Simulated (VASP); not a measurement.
Write the native input for VASP 6.6.1 that does the following.

```yaml
Task: single point
Functional: PBE
Potentials_or_basis: VASP PAW PBE potentials, release 64 (V_sv, O)
Cutoff: 600 eV
k_mesh: 4 × 4 × 4
Occupations: fermi-dirac, width 0.05 eV
Spin: collinear spin, antiferromagnetic start
Starting_moments: "[2.0, -2.0, -2.0, 2.0, 0.0, 0.0, 0.0, 0.0, 0.0, 0.0] μB"
Dipole_correction: no
Further_INCAR_settings: ALGO = Normal; EDIFF = 1e-06; NBANDS = 59
```

The structure of V2O3 lies in POSCAR:

```
V2O3
1.0
    2.4660998900      1.4238034400      4.6636700000
   -2.4660998900      1.4238034400      4.6636700000
    0.0000000000     -2.8476068700      4.6636700000
V O
4 6
Direct
    0.3454000000      0.3454000000      0.3454000000
    0.1546000000      0.1546000000      0.1546000000
    0.6546000000      0.6546000000      0.6546000000
    0.8454000000      0.8454000000      0.8454000000
    0.5618000000      0.9382000000      0.2500000000
    0.2500000000      0.5618000000      0.9382000000
    0.9382000000      0.2500000000      0.5618000000
    0.4382000000      0.0618000000      0.7500000000
    0.7500000000      0.4382000000      0.0618000000
    0.0618000000      0.7500000000      0.4382000000
```

The input as run:

INCAR

```
PREC = Accurate ; ENCUT = 600
EDIFF = 1E-6 ; ISMEAR = -1
SIGMA = 0.05 ; LREAL = F
LASPH = T ; NELM = 200
ALGO = Normal ; ISIF = 2
LWAVE = F ; LCHARG = T
ISPIN = 2 ; MAGMOM = 2 -2 -2 2 0 0 0 0 0 0
LORBIT = 11 ; LMAXMIX = 4
GGA = PE ; LELF = T
LVHAR = T ; NBANDS = 59
GGA_COMPAT = F
```

KPOINTS

```
Automatic mesh
0
Gamma
  4 4 4
```

Potentials or basis: VASP PAW PBE potentials, release 64 (V_sv, O).

The run is started by

```console
$ cat potpaw_PBE.64/V_sv/POTCAR potpaw_PBE.64/O/POTCAR > POTCAR
$ mpirun -np 1 vasp_std > vasp.out
```

Results of the run:

| Property | Result |
| --- | --- |
| Pressure | 3.1 GPa |
| Largest force | 0.329 eV/Å |
| Band gap on the k mesh | zero (filled and empty bands overlap) |
| Net moment | 0.00 μB per cell |
| Site moments | V +1.40, -1.40 (each value once); O +0.00 μB |
| Valence electrons inside the program's atomic spheres | V 11.52; O 5.07 |

Caveat: the k points lie up to 0.38 Å⁻¹ apart; semilocal functionals often make such compounds metallic where correlation or magnetic order opens a gap, which also shifts bond lengths.

It took 4.3 min on 1 thread of Intel(R) Xeon(R) Platinum 8259CL CPU @ 2.50GHz (Skylake/Cascade Lake), with other jobs on the host, peak memory 0.46 GiB.
